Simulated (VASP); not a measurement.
# Li3Ge2 (P-3m1) in VASP: notebook

Li3Ge2 is run at these levels: PBE; tasks: single point, relaxation of cell and atoms.

Program: VASP 6.6.1. These are calculated values, not measurements. Logs are shortened: lines on timing, memory, paths and dates and some standing lists are left out, and cuts for length are marked.

### 1 The cell of the first run

Symmetry: P-3m1, No. 164, trigonal system. Conventional cell: a = 3.215 Å, b = 3.215 Å, c = 11.233 Å, α = 90.00°, β = 90.00°, γ = 120.00°. Within 4.2 Å of Li (site symmetry -3m) lie 12 Li at 3.17 to 3.22 Å. Within 3.7 Å of Li (site symmetry 3m) lie 3 Ge at 2.79 Å and 9 Li at 3.17 to 3.22 Å. Ge (site symmetry 3m) has 9 Ge at 2.68 to 3.22 Å and 3 Li at 2.79 Å within 3.5 Å.

### 2 Single point, PBE

Input file INCAR:

```
SYSTEM = Li3Ge2
PREC = Accurate
ENCUT = 520
EDIFF = 1E-6
ISMEAR = 0
SIGMA = 0.1
LREAL = .FALSE.
LASPH = .TRUE.
NELM = 100
ALGO = Normal
ISIF = 2
LWAVE = .FALSE.
LCHARG = .FALSE.
GGA = PE
NBANDS = 26
```

Input file KPOINTS:

```
regular mesh
0
G
  12 12 4
  0 0 0
```

Input file POSCAR:

```
Li3Ge2
1.0
    3.2151326711      0.0000000028      0.0000000000
   -1.6075663380      2.7843865683      0.0000000000
    0.0000000000      0.0000000000     11.2328009640
Li Ge
3 2
Direct
    0.0000000000      0.0000000000      0.0000000000
    0.3333333333      0.6666666667      0.2285246190
    0.6666666667      0.3333333333      0.7714753810
    0.6666666667      0.3333333333      0.4141649001
    0.3333333333      0.6666666667      0.5858350999
```

Potentials or basis: VASP PAW PBE potentials, release 64 (Li_sv, Ge_d).

On the command line:

```sh
> cat potpaw_PBE.64/Li_sv/POTCAR potpaw_PBE.64/Ge_d/POTCAR > POTCAR
> mpirun -np 1 vasp_std > vasp.out
```

OUTCAR:

```text
SYSTEM = Li3Ge2
   PREC = Accurate
   ENCUT = 520
   EDIFF = 1E-6
   ISMEAR = 0
   LREAL = .FALSE.
   LASPH = .TRUE.
   NELM = 100
   ISIF = 2
   GGA = PE

 ion  position               nearest neighbor table
   1  0.000  0.000  0.000-
   2  0.333  0.667  0.229-
   3  0.667  0.333  0.771-
   4  0.667  0.333  0.414-   5 2.68   5 2.68   5 2.68
   5  0.333  0.667  0.586-   4 2.68   4 2.68   4 2.68

  LATTYP: Found a hexagonal cell.
 ALAT       =     3.2151326711
 C/A-ratio  =     3.4937285994

  Lattice vectors:

 A1 = (   3.2151326711,   0.0000000028,   0.0000000000)
 A2 = (  -1.6075663380,   2.7843865683,   0.0000000000)
 A3 = (   0.0000000000,   0.0000000000,  11.2328009640)

Analysis of symmetry for initial positions (statically):
=====================================================================
 Subroutine PRICEL returns:
 Original cell was already a primitive cell.

 Routine SETGRP: Setting up the symmetry group for a
 hexagonal supercell.

 Subroutine GETGRP returns: Found 12 space group operations
 (whereof 12 operations were pure point group operations)
 out of a pool of 24 trial point group operations.

The static configuration has the point symmetry D_3d.

Analysis of symmetry for dynamics (positions and initial velocities):
=====================================================================
 Subroutine PRICEL returns:
 Original cell was already a primitive cell.

 Routine SETGRP: Setting up the symmetry group for a
 hexagonal supercell.

 Subroutine GETGRP returns: Found 12 space group operations
 (whereof 12 operations were pure point group operations)
 out of a pool of 24 trial point group operations.

The dynamic configuration has the point symmetry D_3d.

 Subroutine INISYM returns: Found 12 space group operations
 (whereof 12 operations are pure point group operations),
 and found     1 'primitive' translations

----------------------------------------------------------------------------------------

                                     Primitive cell

  volume of cell :     100.5580

  direct lattice vectors                    reciprocal lattice vectors
     3.215132671  0.000000003  0.000000000     0.311029155  0.179572767  0.000000000
    -1.607566338  2.784386568  0.000000000    -0.000000000  0.359145533  0.000000000
     0.000000000  0.000000000 11.232800964     0.000000000  0.000000000  0.089024991

  length of vectors
     3.215132671  3.215132671 11.232800964     0.359145533  0.359145533  0.089024991

  position of ions in fractional coordinates (direct lattice)
     0.000000000  0.000000000  0.000000000
     0.333333333  0.666666667  0.228524619
     0.666666667  0.333333333  0.771475381
     0.666666667  0.333333333  0.414164900
     0.333333333  0.666666667  0.585835100

  ion indices of the primitive-cell ions
   primitive index   ion index
                 1           1
                 2           2
                 3           3
                 4           4
                 5           5

----------------------------------------------------------------------------------------

 KPOINTS: regular mesh

Automatic generation of k-mesh.
 Grid dimensions read from file:
 generate k-points for:   12   12    4

 Generating k-lattice:

  Cartesian coordinates                     Fractional coordinates (reciprocal lattice)
     0.025919096  0.014964397  0.000000000     0.083333333  0.000000000  0.000000000
    -0.000000000  0.029928794  0.000000000     0.000000000  0.083333333  0.000000000
     0.000000000  0.000000000  0.022256248     0.000000000  0.000000000  0.250000000

  Length of vectors
     0.029928794  0.029928794  0.022256248

  Shift w.r.t. Gamma in fractional coordinates (k-lattice)
     0.000000000  0.000000000  0.000000000

 Subroutine IBZKPT returns following result:
 ===========================================

 Found     69 irreducible k-points:

 Following reciprocal coordinates:
            Coordinates               Weight
  0.000000  0.000000  0.000000      1.000000
  0.083333  0.000000  0.000000      6.000000
  0.166667 -0.000000  0.000000      6.000000
  0.250000  0.000000  0.000000      6.000000
  0.333333  0.000000  0.000000      6.000000
  0.416667  0.000000  0.000000      6.000000
[... 16 lines left out ...]
  0.166667 -0.000000  0.250000      6.000000
 -0.000000  0.166667  0.250000      6.000000
 [... further k-points ...]
   k-points           NKPTS =     69   k-points in BZ     NKDIM =     69   number of bands    NBANDS=     26
   number of dos      NEDOS =    301   number of ions     NIONS =      5
   total plane-waves  NPLWV =  48384
   dimension x,y,z NGX =    24 NGY =   24 NGZ =   84
   dimension x,y,z NGXF=    48 NGYF=   48 NGZF=  168
   ions per type =               3   2
   NGX,Y,Z   is equivalent  to a cutoff of  12.41, 12.41, 12.43 a.u.
   NGXF,Y,Z  is equivalent  to a cutoff of  24.82, 24.82, 24.86 a.u.
 SYSTEM =  Li3Ge2
   PREC   = accura    normal or accurate (medium, high low for compatibility)
   ISTART =      0    job   : 0-new  1-cont  2-samecut
   ICHARG =      2    charge: 1-file 2-atom 10-const
   ISPIN  =      1    spin polarized calculation?
   LNONCOLLINEAR =      F non collinear calculations
   LSORBIT =      F    spin-orbit coupling
   LASPH  =      T    aspherical Exc in radial PAW
   ENCUT  =  520.0 eV  38.22 Ry    6.18 a.u.   5.98  5.98 20.89*2*pi/ulx,y,z
   NELM   =    100;   NELMIN=  2; NELMDL= -5     # of ELM steps
   EDIFF  = 0.1E-05   stopping-criterion for ELM
   LREAL  =      F    real-space projection
   EDIFFG = 0.1E-04   stopping-criterion for IOM
   NSW    =      0    number of steps for IOM
   IBRION =     -1    ionic relax: 0-MD 1-quasi-New 2-CG
   NFREE  =      0    steps in history (QN), initial steepest desc. (CG)
   ISIF   =      2    stress and relaxation
   ISYM   =      2    0-nonsym 1-usesym 2-fastsym
   POTIM  = 0.5000    time-step for ionic-motion
   TEBEG  =    0.0;   TEEND  =   0.0 temperature during run
   PSTRESS=    0.0 pullay stress
   NELECT =      37.0000    total number of electrons
   NUPDOWN=      -1.0000    fix difference up-down
   EMIN   =  10.00;   EMAX   =-10.00  energy-range for DOS
   EFERMI =   0.00;   METHOD = LEGACY
   ISMEAR =     0;   SIGMA  =   0.10  broadening in eV -4-tet -1-fermi 0-gaus
   EFERMI_NEDOS =   21; number of points for ismear=-14 and -15
   IALGO  =     38    algorithm
   IMIX   =      4    mixing-type and parameters
     AMIX     =   0.40;   BMIX     =  1.00
     AMIX_MAG =   1.60;   BMIX_MAG =  1.00
  volume/ion in A,a.u.               =      20.11       135.72
  Fermi-wavevector in a.u.,A,eV,Ry     =   1.173104  2.216845 18.723975  1.376173
  Thomas-Fermi vector in A             =   2.309522
   LORBIT       =      0    0 simple, 1 ext, 2 COOP (PROOUT), +10 PAW based schemes
   GGA     = PE    functional components
   LHFCALC =     F    Hartree Fock is set to
   AEXX    =    0.0000 exact exchange contribution
   IVDW    =     0    specifies the selected vdW correction
   LEPSILON=     F    determine dielectric tensor
   LRPA    =     F    only Hartree local field effects (RPA)
 non-spin polarized calculation
 Gauss-broadening in eV      SIGMA  =   0.10
  energy-cutoff  :      520.00
  volume of cell :      100.56
 maximum number of plane-waves:      2754
   NGX = 11   NGY = 11   NGZ = 41

 number of electron      37.0000064 magnetization

 Free energy of the ion-electron system (eV)
  ---------------------------------------------------
  ext. energy  EPLUGINS =         0.00000000
  ---------------------------------------------------
  free energy    TOTEN  =       -14.65845511 eV

  energy without entropy =      -14.64554350  energy(sigma->0) =      -14.65199931

 E-fermi :   2.9376     XC(G=0):  -8.5549

 val. band max:        2.9224065258   @ k =   0.3333   0.0000   0.0000
 cond. band min:       2.9463067851   @ k =   0.2500   0.2500   0.2500
 fundamental gap:      0.0239002593
 Fermi energy:         2.9375517213

 k-point     1 :       0.0000    0.0000    0.0000
  band No.  band energies     occupation
      1     -43.8544      2.00000
      2     -43.8543      2.00000
      3     -43.7304      2.00000
      4     -21.8978      2.00000
      5     -21.8978      2.00000
      6     -21.8762      2.00000
[... 18 lines left out ...]
     25      11.0520      0.00000
     26      13.2356      0.00000

 k-point     2 :       0.0833    0.0000    0.0000
  band No.  band energies     occupation
      1     -43.8540      2.00000
      2     -43.8539      2.00000
      3     -43.7300      2.00000
      4     -21.8990      2.00000
      5     -21.8961      2.00000
      6     -21.8770      2.00000
[... 18 lines left out ...]
     25      11.3419      0.00000
     26      12.4482      0.00000

 k-point     3 :       0.1667   -0.0000    0.0000
  band No.  band energies     occupation
      1     -43.8527      2.00000
      2     -43.8527      2.00000
      3     -43.7289      2.00000
      4     -21.9010      2.00000
      5     -21.8919      2.00000
      6     -21.8793      2.00000
[... 18 lines left out ...]
     25      10.1681      0.00000
     26      11.3859      0.00000

 k-point     4 :       0.2500    0.0000    0.0000
  band No.  band energies     occupation
      1     -43.8510      2.00000
      2     -43.8510      2.00000
      3     -43.7273      2.00000
      4     -21.9024      2.00000
      5     -21.8873      2.00000
      6     -21.8817      2.00000
[... 18 lines left out ...]
     25       9.1101      0.00000
     26       9.7885      0.00000
[... 496 lines left out ...]
      1     -43.8540      2.00000
      2     -43.8539      2.00000
      3     -43.7300      2.00000
      4     -21.8990      2.00000
      5     -21.8961      2.00000
      6     -21.8770      2.00000
[... 18 lines left out ...]
     25      10.9462      0.00000
     26      11.9266      0.00000

 k-point    23 :       0.1667   -0.0000    0.2500
  band No.  band energies     occupation
      1     -43.8528      2.00000
      2     -43.8526      2.00000
      3     -43.7289      2.00000
      4     -21.9010      2.00000
      5     -21.8919      2.00000
      6     -21.8793      2.00000
[... 18 lines left out ...]
     25      10.1929      0.00000
     26      11.4966      0.00000

 k-point    24 :      -0.0000    0.1667    0.2500
  band No.  band energies     occupation
      1     -43.8527      2.00000
      2     -43.8527      2.00000
      3     -43.7289      2.00000
      4     -21.9010      2.00000
      5     -21.8919      2.00000
      6     -21.8793      2.00000
[... 18 lines left out ...]
     25      10.0658      0.00000
     26      11.2075      0.00000

 [... further k-points ...]
[... 5 lines left out ...]
  --------------------------------------------------------------------------------------
  -------------------------------------------------------------------------------------
  Total       -0.0417752     -0.0417752     -0.0251147      0.0000000      0.0000000      0.0000000
  in kB       -0.6655991     -0.6655991     -0.4001495      0.0000000      0.0000000      0.0000000
  external PRESSURE =      -0.5771159 kB  Pullay stress =       0.0000000 kB

 VOLUME and BASIS-vectors are now :
 -----------------------------------------------------------------------------
  energy-cutoff  :      520.00
  volume of cell :      100.56
      direct lattice vectors                 reciprocal lattice vectors
     3.215132671  0.000000003  0.000000000     0.311029155  0.179572767  0.000000000
    -1.607566338  2.784386568  0.000000000    -0.000000000  0.359145533  0.000000000
     0.000000000  0.000000000 11.232800964     0.000000000  0.000000000  0.089024991

 POSITION                                       TOTAL-FORCE (eV/Angst)
 -----------------------------------------------------------------------------------
      0.00000      0.00000      0.00000        -0.000000     -0.000000      0.000000
     -0.00000      1.85626      2.56697         0.000000      0.000000      0.000980
      1.60757      0.92813      8.66583        -0.000000     -0.000000     -0.000980
      1.60757      0.92813      4.65223        -0.000000      0.000000     -0.012934
     -0.00000      1.85626      6.58057         0.000000      0.000000      0.012934
 -----------------------------------------------------------------------------------
    total drift:                               -0.000000      0.000000      0.000000

  FREE ENERGIE OF THE ION-ELECTRON SYSTEM (eV)
  ---------------------------------------------------
  free  energy   TOTEN  =       -14.6584551077 eV

  energy  without entropy=      -14.6455435048  energy(sigma->0) =      -14.65199931
```

Wall time 94 s (1 thread of AMD EPYC 9R45 (Zen 5), shared host); peak memory 0.27 GiB.

Results:

```yaml
Free_energy: -14.6585 eV
Largest_force: 0.013 eV/Å
```

Forces on the atoms (eV/Å):
```
Li   0.000  0.000  0.000
Li   0.000  0.000  0.001
Li   0.000  0.000 -0.001
Ge   0.000  0.000 -0.013
Ge   0.000  0.000  0.013
```

Levels at points of the mesh, in eV from the Fermi level:
| k point | band 15 | band 16 | band 17 | band 18 | band 19 | band 20 | band 21 | band 22 |
| --- | --- | --- | --- | --- | --- | --- | --- | --- |
| (0.00, 0.00, 0.00) | -8.63 | -4.00 | -2.38 | -1.53 | 2.87 | 3.88 | 4.35 | 4.35 |
| (0.50, 0.00, 0.00) | -7.25 | -4.17 | -3.15 | 0.04 | 0.31 | 0.87 | 1.14 | 2.17 |
| (0.00, 0.00, 0.50) | -8.63 | -3.89 | -2.88 | -0.78 | 1.56 | 4.35 | 4.35 | 6.11 |
| (0.50, 0.00, 0.50) | -7.25 | -4.17 | -3.14 | 0.11 | 0.27 | 0.86 | 1.14 | 1.74 |

Caveat: the cutoff is under 1.25 times the usual one of these potentials, so pressure, stress and relaxed cells hold a basis-set (Pulay) error.

### 3 Relaxation of cell and atoms, PBE

This run uses another cell than the first one, of 20.81 Å³/atom, 1.035 times its volume.

Input file INCAR:

```
PREC = Accurate
ENCUT = 600
EDIFF = 1E-6
ISMEAR = 0
SIGMA = 0.1
LREAL = F
LASPH = T
NELM = 100
ALGO = Normal
ISIF = 3
LWAVE = F
LCHARG = F
GGA = PE
IBRION = 2
NSW = 100
EDIFFG = -0.01
```

Input file KPOINTS:

```
regular mesh
0
Gamma
  12 12 4
```

Input file POSCAR:

```
Li3Ge2
1.0
    3.2597688300      0.0000000000      0.0000000000
   -1.6298844200      2.8230426200      0.0000000000
    0.0000000000      0.0000000000     11.3093043500
Li Ge
3 2
Direct
    0.0000000000      0.0000000000      0.0000000000
    0.3333333300      0.6666666700      0.2194190400
    0.6666666700      0.3333333300      0.7805809600
    0.6666666700      0.3333333300      0.4148931500
    0.3333333300      0.6666666700      0.5851068500
```

Potentials or basis: VASP PAW PBE potentials, release 64 (Li_sv, Ge_d).

On the command line:

```sh
> cat potpaw_PBE.64/Li_sv/POTCAR potpaw_PBE.64/Ge_d/POTCAR > POTCAR
> mpirun -np 1 vasp_std > vasp.out
```

Run time: 17 min. Hardware: 1 thread of AMD EPYC 9R45 (Zen 5), shared host; peak memory 0.35 GiB.

The run converged. Its results:

| Item | Value |
| --- | --- |
| Free energy | -14.6600 eV |
| Relaxed volume | 20.00 Å³/atom |
| Relaxed cell | a = 3.209 Å, b = 3.209 Å, c = 11.216 Å, α = 90.00°, β = 90.00°, γ = 120.00° |
| Space group after relaxing (to 0.05 Å) | P-3m1 (No. 164) |
| Energy gained by relaxing | 6.6 meV/atom |
| Ionic steps | 20 |
| Pressure after relaxing | 0.0 GPa |
| Largest force after relaxing | 0.007 eV/Å |

Forces on the atoms (eV/Å):
```
Li   0.000  0.000  0.000
Li   0.000  0.000  0.003
Li   0.000  0.000 -0.003
Ge   0.000  0.000 -0.007
Ge   0.000  0.000  0.007
```

The path:
```tsv
step	energy change (eV)	largest force (eV/Å)	pressure (GPa)	volume (Å³)
1	0.0000	0.1652	-1.17	104.07
2	-0.0143	0.1491	-0.48	101.79
3	-0.0182	0.1852	0.10	100.02
4	-0.0236	0.1240	0.03	99.61
5	-0.0293	0.0499	0.06	98.37
6	-0.0294	0.0400	0.11	98.49
7	-0.0294	0.0464	0.10	98.58
8	-0.0294	0.0443	0.17	98.55
9	-0.0300	0.0486	-0.03	99.01
10	-0.0302	0.0631	-0.09	99.42
11	-0.0299	0.0907	-0.33	100.23
12	-0.0302	0.0755	-0.27	99.76
13	-0.0302	0.0701	-0.24	99.61
14	-0.0306	0.0641	-0.23	99.67
15	-0.0316	0.0436	-0.11	99.83
16	-0.0325	0.0169	0.01	100.16
17	-0.0325	0.0188	-0.05	100.20
18	-0.0325	0.0163	-0.03	100.18
19	-0.0326	0.0130	-0.04	100.14
20	-0.0328	0.0073	-0.04	100.02
```

Final structure:
```yaml
crystal:
  lattice:
    - [3.20894, 0.00000, 0.00000]
    - [-1.60447, 2.77902, 0.00000]
    - [0.00000, 0.00000, 11.21602]
  atoms:
    - { symbol: Li, position: [0.00000, 0.00000, 0.00000] }
    - { symbol: Li, position: [0.33333, 0.66667, 0.22793] }
    - { symbol: Li, position: [0.66667, 0.33333, 0.77207] }
    - { symbol: Ge, position: [0.66667, 0.33333, 0.41377] }
    - { symbol: Ge, position: [0.33333, 0.66667, 0.58623] }
```

Levels at points of the mesh, in eV from the Fermi level:
```tsv
k point	band 14	band 15	band 16	band 17	band 18	band 19	band 20	band 21	band 22
(0.00, 0.00, 0.00)	-12.60	-8.65	-4.02	-2.39	-1.53	2.87	3.91	4.41	4.41
(0.50, 0.00, 0.00)	-8.71	-7.23	-4.17	-3.15	0.03	0.31	0.86	1.18	2.18
(0.00, 0.00, 0.50)	-12.60	-8.65	-3.91	-2.89	-0.78	1.56	4.41	4.41	6.14
(0.50, 0.00, 0.50)	-8.71	-7.23	-4.17	-3.15	0.11	0.26	0.86	1.18	1.75
```

Caveat: the cutoff is under 1.25 times the usual one of these potentials, so pressure, stress and relaxed cells hold a basis-set (Pulay) error.

### 4 Single point, PBE

This run uses another cell than the first one, of 20.81 Å³/atom, 1.035 times its volume.

Input file INCAR:

```
ALGO = Normal
EDIFF = 1E-6
ENCUT = 520
GGA = PE
ISIF = 2
ISMEAR = 0
LASPH = T
LCHARG = F
LREAL = F
LWAVE = F
NBANDS = 26
NELM = 100
PREC = Accurate
SIGMA = 0.1
```

Input file KPOINTS:

```
k-points
0
Gamma
  6 6 2
```

POSCAR is that of step 3.

On the command line:

```sh
> cat potpaw_PBE.64/Li_sv/POTCAR potpaw_PBE.64/Ge_d/POTCAR > POTCAR
> mpirun -np 1 vasp_std > vasp.out
```

Run time: 20 s. Hardware: 1 thread of AMD EPYC 9R45 (Zen 5), shared host; peak memory 0.18 GiB.

Results (log left out):

```
Free energy   : -14.5858 eV
Largest force : 0.268 eV/Å
```

Forces on the atoms (eV/Å):
```
Li   0.000  0.000  0.000
Li   0.000  0.000  0.198
Li   0.000  0.000 -0.198
Ge   0.000  0.000  0.268
Ge   0.000  0.000 -0.268
```

Levels at points of the mesh, in eV from the Fermi level:
```
           k point  band 14  band 15  band 16  band 17  band 18  band 19  band 20  band 21  band 22  band 23
(0.00, 0.00, 0.00)   -12.30    -8.34    -3.83    -2.29    -1.45     2.75     3.97     4.17     4.17     6.21
(0.50, 0.00, 0.00)    -8.60    -7.11    -3.96    -2.90     0.09     0.33     0.92     1.11     2.05     2.89
(0.00, 0.00, 0.50)   -12.30    -8.34    -3.70    -2.81    -0.67     1.50     4.17     4.17     6.20     6.21
(0.50, 0.00, 0.50)    -8.60    -7.11    -3.96    -2.89     0.12     0.37     0.90     1.11     1.61     3.78
```

Caveat: the k points lie up to 0.37 Å⁻¹ apart; the cutoff is under 1.25 times the usual one of these potentials, so pressure, stress and relaxed cells hold a basis-set (Pulay) error.

### 5 Overview

| task | cell | k mesh | cutoff (eV) | gap on the mesh (eV) | largest force (eV/Å) |
| --- | --- | --- | --- | --- | --- |
| single point | a = 3.215, b = 3.215, c = 11.233 Å, angles 90.0, 90.0, 120.0°, 5 atoms | 12 × 12 × 4 | 520 | none | 0.01 |
| relaxation of cell and atoms | relaxed from a = 3.260, b = 3.260, c = 11.309 Å, angles 90.0, 90.0, 120.0°, 5 atoms | 12 × 12 × 4 | 600 | none | 0.01 |
| single point | a = 3.260, b = 3.260, c = 11.309 Å, angles 90.0, 90.0, 120.0°, 5 atoms | 6 × 6 × 2 | 520 | none | 0.27 |

Alike in all rows: level PBE; potentials or basis VASP PAW PBE potentials, release 64 (Li_sv, Ge_d); no spin polarisation; smearing gaussian 0.1 eV.

Caveats: some runs use coarse meshes; the cutoff is under 1.25 times the usual one of these potentials, so pressure, stress and relaxed cells hold a basis-set (Pulay) error.

Total energies depend on the potentials used, so only differences within one code and one set of settings carry meaning.
